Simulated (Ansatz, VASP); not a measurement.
# One calculation of TaN, two programs

```
Ta N
1.0
     5.18885    0.00000    0.00000
    -2.59443    4.49368    0.00000
     0.00000    0.00000    2.91342
Ta N
3 3
Cartesian
  0.0000 0.0000 0.0000
  0.0000 2.9958 1.4567
  2.5944 1.4979 1.4567
  2.5944 0.0000 0.0000
  1.2972 2.2468 0.0000
  -1.2972 2.2468 0.0000
```

Alike in both runs: functional revPBE; dispersion D3(BJ); k mesh 5 × 5 × 8; no spin polarisation.

Ansatz relaxed the structure, and its values are those at the end. VASP's run is a single point on that final structure, the one shown.

```csv
,VASP,Ansatz
version,VASP 6.6.1,Ansatz 0.2.0
potentials or method,"VASP PAW PBE potentials, release 64 (Ta_pv, N)","plane waves, PAW"
plane-wave cutoff (eV),520,420
occupations,"methfessel-paxton of order 1, width 0.15 eV","cold, width 0.15 eV"
valence electrons in the cell,48,54
```

```tsv
	VASP	Ansatz	Ansatz less VASP
pressure (GPa)	0.8	0.0	-0.82
```

VASP's potentials were made for PBE, not for revPBE. VASP's potentials hold 48 valence electrons a cell and Ansatz's 54, so a difference there can come from the potentials and not from the codes.

Neither program's run includes spin-orbit coupling.
